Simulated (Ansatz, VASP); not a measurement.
# Two plane-wave programs on BN

The input INCAR:

```
ALGO = Normal ; EDIFF = 1E-6
ENCUT = 520 ; GGA = PS
ISIF = 2 ; ISMEAR = 0
LASPH = True ; LCHARG = True
LELF = True ; LREAL = False
LVHAR = True ; LWAVE = False
NBANDS = 16 ; NELM = 80
PREC = Accurate ; SIGMA = 0.05
```

Contents of KPOINTS:

```
k-points
0
Gamma
  12 12 6
```

The input POSCAR:

```
BN
1.0
    2.5539396017      0.0000000000      0.0000000000
   -1.2769698009      2.2117765748      0.0000000000
    0.0000000000      0.0000000000      4.2268550000
B N
2 2
Direct
    0.6666666667      0.3333333333      0.9997240000
    0.3333333333      0.6666666667      0.4997240000
    0.6229947227      0.3013632515      0.6252760000
    0.3333333333      0.6666666667      0.1252760000
```

Input for Ansatz:

```yaml
crystal:
  lattice:
    - [2.5539396017, 0.0, 0.0]
    - [-1.2769698009, 2.2117765748, 0.0]
    - [0.0, 0.0, 4.226855]
  atoms:
    - { symbol: B, position: [0.6666666667, 0.3333333333, 0.999724] }
    - { symbol: B, position: [0.3333333333, 0.6666666667, 0.499724] }
    - { symbol: "N", position: [0.6229947227, 0.3013632515, 0.625276] }
    - { symbol: "N", position: [0.3333333333, 0.6666666667, 0.125276] }
basis:
  ecutwfc: 650.0
kpoints:
  mp_grid: { grid: [12, 12, 6] }
hamiltonian:
  xc: pbesol
scf:
  occupations: { method: gaussian, width: 0.05 }
output:
  forces: true
  stress: true
  eigenvalues: true
```

Alike in both runs: task single point; functional PBEsol; k mesh 12 × 12 × 6; occupations gaussian, width 0.05 eV; no spin polarisation.

|  | VASP | Ansatz |
| --- | --- | --- |
| version | VASP 6.6.1 | Ansatz 0.2.0 |
| potentials or method | VASP PAW PBE potentials, release 64 (B, N), cutoff 520 eV | scalar-relativistic, plane waves, PAW |
| valence electrons in the cell | 16 | 16 |

VASP gave:

| Item | Value |
| --- | --- |
| gap on the k mesh at the Fermi level (eV) | 4.58 |
| least direct gap on the mesh (eV) | 7.62 |
| pressure (GPa) | -4.0 |
| traceless stress, the component that is largest in VASP (GPa) | 2.87 |
| rms of the force components (eV/Å) | 0.834 |

Task: Which values does Ansatz return?

Result: gap on the k mesh at the Fermi level (eV): 4.59; least direct gap on the mesh (eV): 7.63; pressure (GPa): -4.5; traceless stress, the component that is largest in VASP (GPa): 2.77; rms of the force components (eV/Å): 0.828.

VASP's potentials were made for PBE, not for PBEsol. Atom by atom the forces differ by 0.006 eV/Å (rms over components).
